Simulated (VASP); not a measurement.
# NaCl (Fm-3m) in VASP: further runs, part 2 of 2

VASP 6.6.1. The steps go on from the part before.

**3. Relaxation of cell and atoms, PBEsol**

This run uses another cell than the first one, of 18.67 Å³/atom, 0.850 times its volume.

INCAR

```
SYSTEM = NaCl
PREC     = Accurate       ! precision mode
ENCUT    = 600            ! plane-wave cutoff, eV
EDIFF    = 1E-6           ! SCF threshold, eV
ISMEAR   = -1             ! smearing method
SIGMA    = 0.03           ! smearing width, eV
LREAL    = .False.        ! projectors in reciprocal space
LASPH    = .True.         ! aspherical terms in the spheres
NELM     = 100            ! most SCF steps
ALGO     = Normal         ! electronic algorithm
ISIF     = 3              ! what is computed and relaxed
LWAVE    = .False.        ! write WAVECAR
LCHARG   = .False.        ! write CHGCAR
GGA      = PS             ! functional
IBRION   = 2              ! ionic algorithm
NSW      = 100            ! ionic steps
EDIFFG   = -0.01          ! ionic threshold
```

KPOINTS

```
Automatic mesh
0
Gamma
  8 8 8
  0 0 0
```

POSCAR

```
NaCl
1.0
    0.0000000000      2.6528510000      2.6528510000
    2.6528510000      0.0000000000      2.6528510000
    2.6528510000      2.6528510000      0.0000000000
Na Cl
1 1
Direct
    0.0000000000      0.0000000000      0.0000000000
    0.5000000000      0.5000000000      0.5000000000
```

Potentials or basis: VASP PAW PBE potentials, release 64 (Na_pv, Cl).

Command:

```sh
cat potpaw_PBE.64/Na_pv/POTCAR potpaw_PBE.64/Cl/POTCAR > POTCAR
mpirun -np 1 vasp_std > vasp.out
```

OUTCAR:

```text
SYSTEM = NaCl
   PREC = Accurate
   ENCUT = 600
   EDIFF = 1E-6
   ISMEAR = -1
   LREAL = .False.
   LASPH = .True.
   NELM = 100
   ISIF = 3
   GGA = PS
   IBRION = 2
   NSW = 100
   EDIFFG = -0.01

 ion  position               nearest neighbor table
   1  0.000  0.000  0.000-   2 2.65   2 2.65   2 2.65   2 2.65   2 2.65   2 2.65
   2  0.500  0.500  0.500-   1 2.65   1 2.65   1 2.65   1 2.65   1 2.65   1 2.65

  LATTYP: Found a face centered cubic cell.
 ALAT       =     5.3057020000

  Lattice vectors:

 A1 = (   0.0000000000,   2.6528510000,   2.6528510000)
 A2 = (   2.6528510000,   0.0000000000,   2.6528510000)
 A3 = (   2.6528510000,   2.6528510000,   0.0000000000)

Analysis of symmetry for initial positions (statically):
[... 33 lines left out ...]
                                     Primitive cell

  volume of cell :      37.3395

  direct lattice vectors                    reciprocal lattice vectors
     0.000000000  2.652851000  2.652851000    -0.188476473  0.188476473  0.188476473
     2.652851000  0.000000000  2.652851000     0.188476473 -0.188476473  0.188476473
     2.652851000  2.652851000  0.000000000     0.188476473  0.188476473 -0.188476473

  length of vectors
     3.751697863  3.751697863  3.751697863     0.326450827  0.326450827  0.326450827

  position of ions in fractional coordinates (direct lattice)
     0.000000000  0.000000000  0.000000000
     0.500000000  0.500000000  0.500000000

  ion indices of the primitive-cell ions
   primitive index   ion index
                 1           1
                 2           2

----------------------------------------------------------------------------------------

 KPOINTS: Automatic mesh

Automatic generation of k-mesh.
 Grid dimensions read from file:
 generate k-points for:    8    8    8

 Generating k-lattice:

  Cartesian coordinates                     Fractional coordinates (reciprocal lattice)
    -0.023559559  0.023559559  0.023559559     0.125000000  0.000000000  0.000000000
     0.023559559 -0.023559559  0.023559559     0.000000000  0.125000000  0.000000000
     0.023559559  0.023559559 -0.023559559     0.000000000  0.000000000  0.125000000

[... 86 lines left out ...]
   LRPA    =     F    only Hartree local field effects (RPA)
 conjugate gradient relaxation of ions
 non-spin polarized calculation
  energy-cutoff  :      600.00
  volume of cell :       37.34
 maximum number of plane-waves:      1283
 NGX is ok and might be reduce to    30
   NGX = 15   NGY = 15   NGZ = 15

--------------------------------------- Ionic step        1  -------------------------------------------

 number of electron      14.0000001 magnetization

 Free energy of the ion-electron system (eV)
  ---------------------------------------------------
  ext. energy  EPLUGINS =         0.00000000
  ---------------------------------------------------
  free energy    TOTEN  =        -6.88519645 eV

  energy without entropy =       -6.88519645  energy(sigma->0) =       -6.88519645

------------------------ aborting loop because EDIFF is reached ----------------------------------------

  FORCE on cell =-STRESS in cart. coord.  units (eV):
  Direction    XX          YY          ZZ          XY          YZ          ZX
  --------------------------------------------------------------------------------------
  -------------------------------------------------------------------------------------
  Total        1.4683400      1.4683400      1.4683400      0.0000000      0.0000000     -0.0000000
  in kB       63.0040764     63.0040764     63.0040764      0.0000000      0.0000000     -0.0000000
  external PRESSURE =      63.0040764 kB  Pullay stress =       0.0000000 kB
[... 59 lines left out ...]
--------------------------------------- Ionic step        3  -------------------------------------------

 number of electron      14.0000006 magnetization

 E-fermi :  -0.0273     XC(G=0):  -8.4434

 val. band max:       -0.6401873727   @ k =   0.0000   0.0000   0.0000
 cond. band min:       4.3840186937   @ k =   0.0000   0.0000   0.0000
 fundamental gap:      5.0242060664
 Fermi energy:        -0.0273189930

 k-point     1 :       0.0000    0.0000    0.0000
  band No.  band energies     occupation
      1     -21.2458      2.00000
      2     -21.2458      2.00000
      3     -21.2458      2.00000
      4     -13.3423      2.00000
      5      -0.6402      2.00000
      6      -0.6402      2.00000
      7      -0.6402      2.00000
      8       4.3840      0.00000
      9      10.3811      0.00000
     10      10.3811      0.00000
     11      10.3811      0.00000
[... 357 lines left out ...]
--------------------------------------- Ionic step        4  -------------------------------------------

 number of electron      14.0000003 magnetization

 Free energy of the ion-electron system (eV)
  ---------------------------------------------------
  ext. energy  EPLUGINS =         0.00000000
  ---------------------------------------------------
  free energy    TOTEN  =        -6.99759821 eV

  energy without entropy =       -6.99759821  energy(sigma->0) =       -6.99759821

 E-fermi :   0.0121     XC(G=0):  -8.4098

 val. band max:       -0.6843217253   @ k =   0.0000   0.0000   0.0000
 cond. band min:       4.3112848303   @ k =   0.0000   0.0000   0.0000
 fundamental gap:      4.9956065555
 Fermi energy:         0.0121438170

 k-point     1 :       0.0000    0.0000    0.0000
  band No.  band energies     occupation
      1     -21.3036      2.00000
      2     -21.3036      2.00000
      3     -21.3036      2.00000
      4     -13.3685      2.00000
      5      -0.6843      2.00000
      6      -0.6843      2.00000
      7      -0.6843      2.00000
      8       4.3113      0.00000
      9      10.3297      0.00000
     10      10.3297      0.00000
     11      10.3297      0.00000
[... 351 lines left out ...]
  FREE ENERGIE OF THE ION-ELECTRON SYSTEM (eV)
  ---------------------------------------------------
  free  energy   TOTEN  =        -6.9975982140 eV

  energy  without entropy=       -6.9975982140  energy(sigma->0) =       -6.99759821

 reached required accuracy - stopping structural energy minimisation
```

OSZICAR:

```text
N       E                     dE             d eps       ncg     rms          rms(c)
DAV:   1     0.103356106948E+03    0.10336E+03   -0.81001E+03   647   0.151E+03
DAV:   2     0.956278509530E+00   -0.10240E+03   -0.94183E+02   739   0.302E+02
DAV:   3    -0.687464070364E+01   -0.78309E+01   -0.77877E+01   767   0.850E+01
[... 30 lines left out ...]
DAV:   2    -0.699842799376E+01    0.41019E-02   -0.69536E-03   719   0.910E-01    0.184E-01
DAV:   3    -0.699769220935E+01    0.73578E-03   -0.16660E-03   722   0.477E-01    0.871E-02
DAV:   4    -0.699760006986E+01    0.92139E-04   -0.50652E-05   933   0.935E-02    0.723E-03
DAV:   5    -0.699759856873E+01    0.15011E-05   -0.57374E-06   686   0.231E-02    0.477E-03
DAV:   6    -0.699759821404E+01    0.35469E-06   -0.28640E-07   319   0.912E-03
   4 F= -.69975982E+01 E0= -.69975982E+01  d E =-.112402E+00
```

CONTCAR:

```text
NaCl
   1.00000000000000
     0.0000000000000000    2.8037941724829851    2.8037941724829851
     2.8037941724829851   -0.0000000000000000    2.8037941724829851
     2.8037941724829851    2.8037941724829851   -0.0000000000000000
  Na              Cl
     1     1
Direct
     1.0000000000000000    1.0000000000000000    1.0000000000000000
     0.5000000000000000    0.5000000000000000    0.5000000000000000

  0.00000000E+00  0.00000000E+00  0.00000000E+00
  0.00000000E+00  0.00000000E+00  0.00000000E+00
```

It took 33 s on 1 thread of Intel Xeon Platinum 8259CL at 2.50GHz (Skylake/Cascade Lake), shared host; peak memory 0.16 GiB.

What came out:

| Quantity | Value |
| --- | --- |
| Free energy | -6.9976 eV |
| Relaxed volume | 22.04 Å³/atom |
| Relaxed cell | a = 3.965 Å, b = 3.965 Å, c = 3.965 Å, α = 60.00°, β = 60.00°, γ = 60.00° |
| Space group after relaxing (to 0.05 Å) | Fm-3m (No. 225) |
| Energy gained by relaxing | 56.2 meV/atom |
| Ionic steps | 4 |
| Pressure after relaxing | -0.1 GPa |
| Band gap on the k mesh | 5.00 eV, direct |

Step by step:
```
step  energy change (eV)  largest force (eV/Å)  pressure (GPa)  volume (Å³)
   1              0.0000                0.0000            6.30        37.34
   2             -0.0988                0.0000            1.97        41.45
   3             -0.1123                0.0000            0.23        43.75
   4             -0.1124                0.0000           -0.05        44.08
```

Final structure:
```xyz
2
Lattice="0.0000 2.8038 2.8038 2.8038 0.0000 2.8038 2.8038 2.8038 0.0000" Properties=species:S:1:pos:R:3 pbc="T T T"
Na    5.6076    5.6076    5.6076
Cl    2.8038    2.8038    2.8038
```

Caveat: the volume moved by over 15 % at a fixed basis, so the end points are rough; the PAW data sets were made with another functional, which shifts forces and pressure a little.
